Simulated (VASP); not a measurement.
**Rh: single point with PBE**

The system is Rh.

```xyz
1
Lattice="-0.0958 1.9662 1.9151 1.9662 -0.0958 1.9151 1.8704 1.8704 0.0000" Properties=species:S:1:pos:R:3 pbc="T T T"
Rh    0.0000    0.0000    0.0000
```

```json
{"Program": "VASP 6.6.1", "Task": "single point", "Functional": "PBE", "Potentials or basis": "VASP PAW PBE potentials, release 64 (Rh_pv)", "Cutoff": "520 eV", "k mesh": "20 × 20 × 20", "Occupations": "gaussian, width 0.15 eV", "Spin": "no spin polarisation"}
```

* Pressure: -9.2 GPa

Stress tensor (GPa, compression positive):
```
-9.33 13.02  0.00
13.02 -9.33  0.00
 0.00  0.00 -9.00
```

Levels at points of the mesh, in eV from the Fermi level:
```tsv
k point	band 3	band 4	band 5	band 6	band 7	band 8	band 9	band 10	band 11	band 12
(0.00, 0.00, 0.00)	-46.20	-7.40	-3.29	-2.80	-2.25	-0.94	-0.58	15.95	19.47	20.80
(0.50, 0.00, 0.00)	-46.23	-5.55	-3.06	-2.36	0.08	0.44	0.73	7.33	15.98	20.79
(0.50, 0.50, 0.00)	-46.41	-5.67	-5.34	0.53	0.88	0.98	3.56	10.92	11.89	14.49
(0.00, 0.00, 0.50)	-46.30	-5.51	-3.43	-2.26	0.46	0.80	1.33	8.71	15.09	19.08
(0.50, 0.00, 0.50)	-46.38	-5.64	-5.29	0.28	0.94	1.01	3.11	11.27	13.04	13.22
```

Run time: 4.2 min on 1 thread of AMD EPYC 7R43 64-Core Processor (Zen 3) (shared host), peak memory 0.27 GiB.
